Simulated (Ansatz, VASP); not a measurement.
**One calculation of CdSe, two programs**

INCAR

```
SYSTEM = CdSe
ALGO = Normal ; EDIFF = 1E-7
ENCUT = 520 ; ISIF = 2
ISMEAR = -1 ; LASPH = .TRUE.
LCHARG = .FALSE. ; LREAL = .FALSE.
LWAVE = .FALSE. ; NBANDS = 26
NELM = 60 ; PREC = Accurate
SIGMA = 0.05
```

Contents of KPOINTS:

```
k-points
0
G
  7 7 4
  0 0 0
```

The input POSCAR:

```
CdSe
1.0
    4.3565854364      0.0000000000      0.0000000000
   -2.1782927182      3.7729136617      0.0000000000
    0.0000000000      0.0000000000      7.1123790148
Cd Se
2 2
Direct
    0.6666666667      0.3333333333      0.5000000000
    0.3333333333      0.6666666667      0.0000000000
    0.6666666667      0.3333333333      0.8850000000
    0.3333333333      0.6666666667      0.3850000000
```

The input input.yaml:

```yaml
crystal:
  lattice:
    - [4.3565854364, 0.0, 0.0]
    - [-2.1782927182, 3.7729136617, 0.0]
    - [0.0, 0.0, 7.1123790148]
  atoms:
    - { symbol: Cd, position: [0.6666666667, 0.3333333333, 0.5] }
    - { symbol: Cd, position: [0.3333333333, 0.6666666667, 0.0] }
    - { symbol: Se, position: [0.6666666667, 0.3333333333, 0.885] }
    - { symbol: Se, position: [0.3333333333, 0.6666666667, 0.385] }
kpoints:
  mp_grid: { grid: [7, 7, 4] }
scf:
  occupations: { method: fermi_dirac, width: 0.05 }
hamiltonian:
  xc: lda
  pseudopotentials: { kind: all_electron, lapw: { basis_error: 0.002 } }
output:
  forces: true
  stress: true
  eigenvalues: true
```

Change from the starting cell: volume scaled by 1.04.

Alike in both runs: task single point; functional LDA; k mesh 7 × 7 × 4; occupations fermi-dirac, width 0.05 eV; no spin polarisation.

```csv
,VASP,Ansatz
version,VASP 6.6.1,Ansatz 0.2.0
potentials or method,"VASP PAW LDA potentials, release 64 (Cd, Se), cutoff 520 eV","all-electron LAPW, scalar-relativistic"
```

Ansatz gave:

* gap on the k mesh at the Fermi level (eV): 0.35
* least direct gap on the mesh (eV): 0.35
* pressure (GPa): -3.5
* traceless stress, the component that is largest in VASP (GPa): -0.77
* rms of the force components (eV/Å): 0.125

Task: What did VASP give for the same quantities?

Result: gap on the k mesh at the Fermi level (eV): 0.38; least direct gap on the mesh (eV): 0.38; pressure (GPa): -3.2; traceless stress, the component that is largest in VASP (GPa): -0.83; rms of the force components (eV/Å): 0.131.

LDA's correlation is that of Perdew and Zunger in VASP and of Perdew and Wang (1992) in Ansatz. Atom by atom the forces differ by 0.006 eV/Å (rms over components). Ansatz ran all-electron here, and VASP with PAW potentials.
